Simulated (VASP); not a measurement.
Set up this calculation in VASP 6.6.1, as the native input.

```yaml
Task: single point
Functional: r2SCAN
Potentials_or_basis: VASP PAW PBE potentials, release 64 (Ca_sv, O)
Cutoff: 520 eV
k_mesh: 8 × 8 × 8
Occupations: gaussian, width 0.05 eV
Spin: no spin polarisation
Dipole_correction: no
Further_INCAR_settings: ALGO = Normal; EDIFF = 1e-06; NBANDS = 15
```

Crystal: CaO.

```
Ca O
1.0
     0.00000    2.35104    2.54696
     2.35104    0.00000    2.54696
     2.35104    2.35104    0.00000
Ca O
1 1
Cartesian
  0.0000 0.0000 0.0000
  2.3510 2.3510 2.5470
```

This cell differs from its parent crystal: strain -0.040 along x and y, +0.040 along z.

These files were run (other wordings do the same):

POSCAR

```
CaO
1.0
    0.0000000000      2.3510400000      2.5469600000
    2.3510400000      0.0000000000      2.5469600000
    2.3510400000      2.3510400000      0.0000000000
Ca O
1 1
Direct
    0.0000000000      0.0000000000      0.0000000000
    0.5000000000      0.5000000000      0.5000000000
```

INCAR.step1

```
PREC = Accurate
ENCUT = 520
ISMEAR = 0
SIGMA = 0.05
LREAL = F
LASPH = T
NELM = 80
NBANDS = 15
GGA = PE
ALGO = Normal
EDIFF = 1E-4
LWAVE = T
LCHARG = F
```

INCAR.step2

```
PREC = Accurate
ENCUT = 520
EDIFF = 1E-6
ISMEAR = 0
SIGMA = 0.05
LREAL = F
LASPH = T
NELM = 80
ALGO = Normal
ISIF = 2
LWAVE = F
LCHARG = F
METAGGA = R2SCAN
LMIXTAU = T
NBANDS = 15
ISTART = 1
```

KPOINTS

```
Automatic mesh
0
Gamma
  8 8 8
```

Potentials or basis: VASP PAW PBE potentials, release 64 (Ca_sv, O).

Command:

```sh
$ cat potpaw_PBE.64/Ca_sv/POTCAR potpaw_PBE.64/O/POTCAR > POTCAR
$ cp INCAR.step1 INCAR
$ mpirun -np 1 vasp_std > vasp.out
$ cp INCAR.step2 INCAR
$ mpirun -np 1 vasp_std > vasp.out
```

It gave:

| Item | Value |
| --- | --- |
| Pressure | 0.1 GPa |
| Band gap on the k mesh | 4.09 eV, indirect (least direct gap 4.51 eV) |

Caveat: the cell differs from its parent crystal (strain -0.040 along x and y, +0.040 along z); the PAW data sets were made with another functional, which shifts forces and pressure a little.

It took 50 s on 1 thread of Intel(R) Xeon(R) 6975P-C (Granite Rapids) (shared host), peak memory 0.17 GiB.
